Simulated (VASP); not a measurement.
# ZnO (P6_3mc) in VASP: further runs, part 2 of 2

VASP 6.6.1. Earlier steps stand in the parts before.

**4. Single point, PBE-based screened hybrid with 25 % exact exchange**

Contents of POSCAR:

```
ZnO
1.0
    3.2419811878      0.0000000000      0.0000000000
   -1.6209905939      2.8076380673      0.0000000000
    0.0000000000      0.0000000000      5.2276401338
Zn O
2 2
Direct
    0.3333333333      0.6666666667      0.0014489149
    0.6666666667      0.3333333333      0.5014489149
    0.3333333333      0.6666666667      0.3806510851
    0.6666666667      0.3333333333      0.8806510851
```

Contents of INCAR.step1:

```
SYSTEM = ZnO
PREC = Accurate
ENCUT = 520
EDIFF = 1E-5
ISMEAR = 0
SIGMA = 0.05
LREAL = .False.
LASPH = .True.
NELM = 80
ALGO = Normal
ISIF = 2
LWAVE = .True.
NBANDS = 26
GGA = PE
LUSENCCL = .False.
```

Contents of INCAR.step2:

```
SYSTEM = ZnO
PREC = Accurate
ENCUT = 520
EDIFF = 1E-7
ISMEAR = 0
SIGMA = 0.05
LREAL = .False.
LASPH = .True.
NELM = 80
ALGO = Normal
ISIF = 2
LWAVE = .False.
LCHARG = .True.
GGA = PE
LHFCALC = .True.
AEXX = 0.25
HFSCREEN = 0.1
PRECFOCK = Normal
LELF = .True.
LVHAR = .True.
NBANDS = 26
ISTART = 1
LUSENCCL = .False.
```

Contents of KPOINTS:

```
regular mesh
0
Gamma
  4 4 4
  0 0 0
```

Potentials or basis: VASP PAW PBE potentials, release 64 (Zn, O).

Started as:

```
$ cat potpaw_PBE.64/Zn/POTCAR potpaw_PBE.64/O/POTCAR > POTCAR
$ cp INCAR.step1 INCAR
$ mpirun -np 1 vasp_std > vasp.out
$ cp INCAR.step2 INCAR
$ mpirun -np 1 vasp_std > vasp.out
```

OUTCAR:

```text
SYSTEM = ZnO
   PREC = Accurate
   ENCUT = 520
   EDIFF = 1E-7
   ISMEAR = 0
   LREAL = .False.
   LASPH = .True.
   NELM = 80
   ISIF = 2
   GGA = PE
   LHFCALC = .True.
   AEXX = 0.25
   HFSCREEN = 0.1
   PRECFOCK = Normal
   ISTART = 1

 ion  position               nearest neighbor table
   1  0.333  0.667  0.001-   4 1.98   4 1.98   4 1.98   3 1.98
   2  0.667  0.333  0.501-   3 1.98   3 1.98   3 1.98   4 1.98
   3  0.333  0.667  0.381-   2 1.98   2 1.98   2 1.98   1 1.98
   4  0.667  0.333  0.881-   1 1.98   1 1.98   1 1.98   2 1.98

  LATTYP: Found a hexagonal cell.
 ALAT       =     3.2419811878
 C/A-ratio  =     1.6124831796

  Lattice vectors:

 A1 = (   3.2419811878,   0.0000000000,   0.0000000000)
 A2 = (  -1.6209905939,   2.8076380673,   0.0000000000)
 A3 = (   0.0000000000,   0.0000000000,   5.2276401338)

Analysis of symmetry for initial positions (statically):
=====================================================================
 Subroutine PRICEL returns:
 Original cell was already a primitive cell.

 Routine SETGRP: Setting up the symmetry group for a
 hexagonal supercell.
[... 165 lines left out ...]

  energy without entropy =      -23.32717095  energy(sigma->0) =      -23.32717095

 E-fermi :   0.0521     XC(G=0):  -8.7260

 val. band max:       -0.2564619979   @ k =   0.0000   0.0000   0.0000
 cond. band min:       2.5788906256   @ k =   0.0000   0.0000   0.0000
 fundamental gap:      2.8353526235
 Fermi energy:         0.0521018690

 k-point     1 :       0.0000    0.0000    0.0000
  band No.  band energies     occupation
      1     -19.7633      2.00000
      2     -19.0165      2.00000
      3      -6.9072      2.00000
      4      -6.9072      2.00000
      5      -6.8707      2.00000
      6      -6.7119      2.00000
[... 337 lines left out ...]
     25      16.6064      0.00000
     26      16.6064      0.00000

------------------------ aborting loop because EDIFF is reached ----------------------------------------

  FORCE on cell =-STRESS in cart. coord.  units (eV):
  Direction    XX          YY          ZZ          XY          YZ          ZX
  --------------------------------------------------------------------------------------
  -------------------------------------------------------------------------------------
  Total        0.5126012      0.5126012      0.4123314      0.0000000     -0.0000000      0.0000000
  in kB       17.2596852     17.2596852     13.8835238      0.0000000     -0.0000000      0.0000000
  external PRESSURE =      16.1342980 kB  Pullay stress =       0.0000000 kB

 VOLUME and BASIS-vectors are now :
 -----------------------------------------------------------------------------
  energy-cutoff  :      520.00
  volume of cell :       47.58
      direct lattice vectors                 reciprocal lattice vectors
     3.241981188  0.000000000  0.000000000     0.308453363  0.178085632 -0.000000000
    -1.620990594  2.807638067  0.000000000     0.000000000  0.356171264  0.000000000
     0.000000000  0.000000000  5.227640134     0.000000000 -0.000000000  0.191290903

 POSITION                                       TOTAL-FORCE (eV/Angst)
 -----------------------------------------------------------------------------------
     -0.00000      1.87176      0.00757        -0.000000     -0.000000     -0.010526
      1.62099      0.93588      2.62139         0.000000      0.000000     -0.010526
     -0.00000      1.87176      1.98991        -0.000000      0.000000      0.010526
      1.62099      0.93588      4.60373         0.000000     -0.000000      0.010526
 -----------------------------------------------------------------------------------
    total drift:                               -0.000000     -0.000001     -0.000242

  FREE ENERGIE OF THE ION-ELECTRON SYSTEM (eV)
  ---------------------------------------------------
  free  energy   TOTEN  =       -23.3271709544 eV

  energy  without entropy=      -23.3271709544  energy(sigma->0) =      -23.32717095
```

Run time: 28 min. Hardware: 1 × NVIDIA H100 80GB with 1 thread of AMD EPYC 7R13 (Zen 3), shared host; peak memory 1.2 GiB.

Results:

| Item | Value |
| --- | --- |
| Free energy | -23.3272 eV |
| Pressure | 1.6 GPa |
| Largest force | 0.011 eV/Å |
| Band gap on the k mesh | 2.84 eV |

Forces in eV/Å, atoms in the order of the input:
```
Zn   0.000  0.000 -0.011
Zn   0.000  0.000 -0.011
O    0.000  0.000  0.011
O    0.000  0.000  0.011
```

Stress tensor (GPa, compression positive):
```
1.73 0.00 0.00
0.00 1.73 0.00
0.00 0.00 1.39
```

Levels at points of the mesh, in eV from the valence-band top:
```
           k point  band 16  band 17  band 18  band 19  band 20  band 21
(0.00, 0.00, 0.00)    -0.04     0.00     0.00     2.84     7.60    10.67
(0.50, 0.00, 0.00)    -2.39    -1.40    -0.88     8.17     9.06     9.76
(0.00, 0.00, 0.50)    -0.42    -0.42    -0.42     5.63     5.63    12.56
(0.50, 0.00, 0.50)    -1.60    -1.46    -1.46     7.89     7.89    11.09
```

Caveat: the k points lie up to 0.56 Å⁻¹ apart; the PAW data sets were made with another functional, which shifts forces and pressure a little.

**5. Single point, PBE-based global hybrid with 40 % exact exchange**

POSCAR is that of step 4.

Contents of INCAR.step1:

```
ALGO = Normal
EDIFF = 1E-5
ENCUT = 520
GGA = PE
ISIF = 2
ISMEAR = 0
LASPH = T
LCHARG = F
LREAL = F
LUSENCCL = F
LWAVE = T
NBANDS = 26
NELM = 60
PREC = Accurate
SIGMA = 0.05
```

Contents of INCAR.step2:

```
AEXX = 0.4
ALGO = Normal
EDIFF = 1E-7
ENCUT = 520
GGA = PE
ISIF = 2
ISMEAR = 0
ISTART = 1
LASPH = T
LCHARG = F
LHFCALC = T
LREAL = F
LUSENCCL = F
LWAVE = F
NBANDS = 26
NELM = 60
PREC = Accurate
PRECFOCK = Normal
SIGMA = 0.05
```

Contents of KPOINTS:

```
k-points
0
Gamma
  4 4 4
```

Started as:

```
$ cat potpaw_PBE.64/Zn/POTCAR potpaw_PBE.64/O/POTCAR > POTCAR
$ cp INCAR.step1 INCAR
$ mpirun -np 1 vasp_std > vasp.out
$ cp INCAR.step2 INCAR
$ mpirun -np 1 vasp_std > vasp.out
```

Wall time 22 min (1 × NVIDIA H100 80GB with 1 thread of AMD EPYC 7R13 (Zen 3), shared host); peak memory 1.2 GiB.

The run converged. Its results:

- Free energy: -27.7243 eV
- Pressure: -0.9 GPa
- Largest force: 0.016 eV/Å
- Band gap on the k mesh: 4.74 eV

Forces in eV/Å, atoms in the order of the input:
```
Zn   0.000  0.000 -0.016
Zn   0.000  0.000 -0.016
O    0.000  0.000  0.016
O    0.000  0.000  0.016
```

Stress tensor (GPa, compression positive):
```
-0.74  0.00  0.00
 0.00 -0.74  0.00
 0.00  0.00 -1.34
```

Levels at points of the mesh, in eV from the valence-band top:
```tsv
k point	band 15	band 16	band 17	band 18	band 19	band 20	band 21	band 22
(0.00, 0.00, 0.00)	-0.88	-0.02	0.00	0.00	4.74	9.67	12.78	17.58
(0.50, 0.00, 0.00)	-3.16	-2.44	-1.45	-0.90	10.26	11.01	11.70	13.44
(0.00, 0.00, 0.50)	-0.43	-0.43	-0.43	-0.43	7.59	7.59	14.68	14.68
(0.50, 0.00, 0.50)	-1.65	-1.65	-1.49	-1.49	9.85	9.85	13.31	13.31
```

Caveat: the k points lie up to 0.56 Å⁻¹ apart; the PAW data sets were made with another functional, which shifts forces and pressure a little.

**6. Single point, PBE-based screened hybrid with 50 % exact exchange**

POSCAR is that of step 5.

Contents of INCAR.step1:

```
PREC = Accurate
ENCUT = 520
EDIFF = 1E-5
ISMEAR = 0
SIGMA = 0.05
LREAL = False
LASPH = True
NELM = 60
ALGO = Normal
ISIF = 2
LWAVE = True
LCHARG = False
NBANDS = 26
GGA = PE
LUSENCCL = False
```

Contents of INCAR.step2:

```
PREC = Accurate
ENCUT = 520
EDIFF = 1E-6
ISMEAR = 0
SIGMA = 0.05
LREAL = False
LASPH = True
NELM = 60
ALGO = Normal
ISIF = 2
LWAVE = False
LCHARG = False
GGA = PE
LHFCALC = True
AEXX = 0.5
HFSCREEN = 0.20787
PRECFOCK = Normal
NBANDS = 26
ISTART = 1
LUSENCCL = False
```

Contents of KPOINTS:

```
regular mesh
0
Gamma
  4 4 4
```

Potentials or basis: VASP PAW PBE potentials, release 64 (Zn, O).

Started as:

```
$ cat potpaw_PBE.64/Zn/POTCAR potpaw_PBE.64/O/POTCAR > POTCAR
$ cp INCAR.step1 INCAR
$ mpirun -np 1 vasp_std > vasp.out
$ cp INCAR.step2 INCAR
$ mpirun -np 1 vasp_std > vasp.out
```

Run time: 8.7 min. Hardware: 1 × NVIDIA H100 80GB with 1 thread of AMD EPYC 7R13 (Zen 3), shared host; peak memory 1.2 GiB.

The run converged. Its results:

```
Free energy            : -27.9988 eV
Pressure               : -1.8 GPa
Largest force          : 0.023 eV/Å
Band gap on the k mesh : 4.31 eV
```

Forces on the atoms (eV/Å):
```
Zn   0.000  0.000 -0.023
Zn   0.000  0.000 -0.023
O    0.000  0.000  0.023
O    0.000  0.000  0.023
```

Stress tensor (GPa, compression positive):
```
-1.62  0.00  0.00
 0.00 -1.62  0.00
 0.00  0.00 -2.30
```

Levels at points of the mesh, in eV from the valence-band top:
```
           k point  band 14  band 15  band 16  band 17  band 18  band 19  band 20  band 21  band 22  band 23
(0.00, 0.00, 0.00)    -0.88    -0.88    -0.05     0.00     0.00     4.31     9.27    12.37    17.20    17.20
(0.50, 0.00, 0.00)    -3.91    -3.18    -2.44    -1.46    -0.90     9.85    10.53    11.22    13.11    15.03
(0.00, 0.00, 0.50)    -2.64    -0.44    -0.44    -0.44    -0.44     7.12     7.12    14.31    14.31    17.50
(0.50, 0.00, 0.50)    -4.69    -1.65    -1.65    -1.51    -1.51     9.39     9.39    12.97    12.97    15.37
```

Caveat: the k points lie up to 0.56 Å⁻¹ apart; the PAW data sets were made with another functional, which shifts forces and pressure a little.

**7. Single point, PBE-based screened hybrid with 20 % exact exchange**

POSCAR is that of step 6.

Contents of INCAR.step1:

```
ALGO     = Normal         # electronic algorithm
EDIFF    = 1E-5           # SCF threshold, eV
ENCUT    = 520            # plane-wave cutoff, eV
GGA      = PE             # functional
ISIF     = 2              # what is computed and relaxed
ISMEAR   = 0              # smearing method
LASPH    = True           # aspherical terms in the spheres
LCHARG   = False          # write CHGCAR
LREAL    = False          # projectors in reciprocal space
LUSENCCL = False        
LWAVE    = True           # write WAVECAR
NBANDS   = 26             # bands
NELM     = 100            # most SCF steps
PREC     = Accurate       # precision mode
SIGMA    = 0.05           # smearing width, eV
```

Contents of INCAR.step2:

```
AEXX     = 0.2            # exact-exchange fraction
ALGO     = Normal         # electronic algorithm
EDIFF    = 1E-6           # SCF threshold, eV
ENCUT    = 520            # plane-wave cutoff, eV
GGA      = PE             # functional
HFSCREEN = 0.20787        # screening, 1/A
ISIF     = 2              # what is computed and relaxed
ISMEAR   = 0              # smearing method
ISTART   = 1            
LASPH    = True           # aspherical terms in the spheres
LCHARG   = False          # write CHGCAR
LHFCALC  = True           # exact exchange
LREAL    = False          # projectors in reciprocal space
LUSENCCL = False        
LWAVE    = False          # write WAVECAR
NBANDS   = 26             # bands
NELM     = 100            # most SCF steps
PREC     = Accurate       # precision mode
PRECFOCK = Normal       
SIGMA    = 0.05           # smearing width, eV
```

Contents of KPOINTS:

```
k-points
0
Gamma
  4 4 4
```

Potentials or basis: VASP PAW PBE potentials, release 64 (Zn, O).

Started as:

```
$ cat potpaw_PBE.64/Zn/POTCAR potpaw_PBE.64/O/POTCAR > POTCAR
$ cp INCAR.step1 INCAR
$ mpirun -np 1 vasp_std > vasp.out
$ cp INCAR.step2 INCAR
$ mpirun -np 1 vasp_std > vasp.out
```

OUTCAR:

```text
AEXX = 0.2
   EDIFF = 1E-6
   ENCUT = 520
   GGA = PE
   HFSCREEN = 0.20787
   ISIF = 2
   ISMEAR = 0
   ISTART = 1
   LASPH = True
   LHFCALC = True
   LREAL = False
   NELM = 100
   PREC = Accurate
   PRECFOCK = Normal

 ion  position               nearest neighbor table
   1  0.333  0.667  0.001-   4 1.98   4 1.98   4 1.98   3 1.98
   2  0.667  0.333  0.501-   3 1.98   3 1.98   3 1.98   4 1.98
   3  0.333  0.667  0.381-   2 1.98   2 1.98   2 1.98   1 1.98
[... 544 lines left out ...]
  FORCE on cell =-STRESS in cart. coord.  units (eV):
  Direction    XX          YY          ZZ          XY          YZ          ZX
  --------------------------------------------------------------------------------------
  -------------------------------------------------------------------------------------
  Total        0.7922939      0.7922939      0.6889386      0.0000000      0.0000000     -0.0000000
  in kB       26.6771618     26.6771618     23.1971042      0.0000000      0.0000000     -0.0000000
  external PRESSURE =      25.5171426 kB  Pullay stress =       0.0000000 kB

 VOLUME and BASIS-vectors are now :
 -----------------------------------------------------------------------------
  energy-cutoff  :      520.00
  volume of cell :       47.58
      direct lattice vectors                 reciprocal lattice vectors
     3.241981188  0.000000000  0.000000000     0.308453363  0.178085632 -0.000000000
    -1.620990594  2.807638067  0.000000000     0.000000000  0.356171264  0.000000000
     0.000000000  0.000000000  5.227640134     0.000000000 -0.000000000  0.191290903

 POSITION                                       TOTAL-FORCE (eV/Angst)
 -----------------------------------------------------------------------------------
     -0.00000      1.87176      0.00757        -0.000000      0.000000     -0.007879
      1.62099      0.93588      2.62139         0.000000     -0.000000     -0.007879
     -0.00000      1.87176      1.98991        -0.000000      0.000000      0.007879
      1.62099      0.93588      4.60373         0.000000     -0.000000      0.007879
 -----------------------------------------------------------------------------------
    total drift:                               -0.000001      0.000000      0.000286

  FREE ENERGIE OF THE ION-ELECTRON SYSTEM (eV)
  ---------------------------------------------------
  free  energy   TOTEN  =       -21.6864575278 eV

  energy  without entropy=      -21.6864575278  energy(sigma->0) =      -21.68645753
```

OUTCAR.step1:

```text
EDIFF = 1E-5
   ENCUT = 520
   GGA = PE
   ISIF = 2
[... 565 lines left out ...]
     -0.00000      1.87176      0.00757         0.000000     -0.000000      0.002939
      1.62099      0.93588      2.62139        -0.000000     -0.000000      0.002939
     -0.00000      1.87176      1.98991         0.000000      0.000000     -0.002939
      1.62099      0.93588      4.60373        -0.000000     -0.000000     -0.002939
 -----------------------------------------------------------------------------------
    total drift:                               -0.000001     -0.000001      0.002082

  FREE ENERGIE OF THE ION-ELECTRON SYSTEM (eV)
  ---------------------------------------------------
  free  energy   TOTEN  =       -17.8010441157 eV

  energy  without entropy=      -17.8010441157  energy(sigma->0) =      -17.80104412
```

Wall time 25 min (1 × NVIDIA H100 80GB with 1 thread of AMD EPYC 7R13 (Zen 3), shared host); peak memory 1.2 GiB.

Results:

- Free energy: -21.6865 eV
- Pressure: 2.6 GPa
- Largest force: 0.008 eV/Å
- Band gap on the k mesh: 2.13 eV

Forces in eV/Å, atoms in the order of the input:
```
Zn   0.000  0.000 -0.008
Zn   0.000  0.000 -0.008
O    0.000  0.000  0.008
O    0.000  0.000  0.008
```

Stress tensor (GPa, compression positive):
```
2.67 0.00 0.00
0.00 2.67 0.00
0.00 0.00 2.32
```

Caveat: the k points lie up to 0.56 Å⁻¹ apart; the PAW data sets were made with another functional, which shifts forces and pressure a little.

**8. Overview**

| level | share of exact exchange | screening parameter | gap on the mesh (eV) | pressure (GPa) | largest force (eV/Å) |
| --- | --- | --- | --- | --- | --- |
| PBE-based screened hybrid with 15 % exact exchange | 0.15 | 0.3 1/Å | 1.65 | 3.6 | 0.01 |
| PBE-based global hybrid with 50 % exact exchange | 0.5 | - | 5.79 | -2.6 | 0.02 |
| PBE-based screened hybrid with 25 % exact exchange | 0.25 | 0.1 1/Å | 2.84 | 1.6 | 0.01 |
| PBE-based global hybrid with 40 % exact exchange | 0.4 | - | 4.74 | -0.9 | 0.02 |
| PBE-based screened hybrid with 50 % exact exchange | 0.5 | 0.20787 1/Å | 4.31 | -1.8 | 0.02 |
| PBE-based screened hybrid with 20 % exact exchange | 0.2 | 0.20787 1/Å | 2.13 | 2.6 | 0.01 |

Alike in all rows: task single point; potentials or basis VASP PAW PBE potentials, release 64 (Zn, O); no spin polarisation; cell as given; k mesh 4 × 4 × 4; cutoff (eV) 520; smearing gaussian 0.05 eV.

Caveats: all runs use coarse meshes; the PAW data sets were made with another functional, which shifts forces and pressure a little.

Total energies depend on the potentials used, so only differences within one code and one set of settings carry meaning.
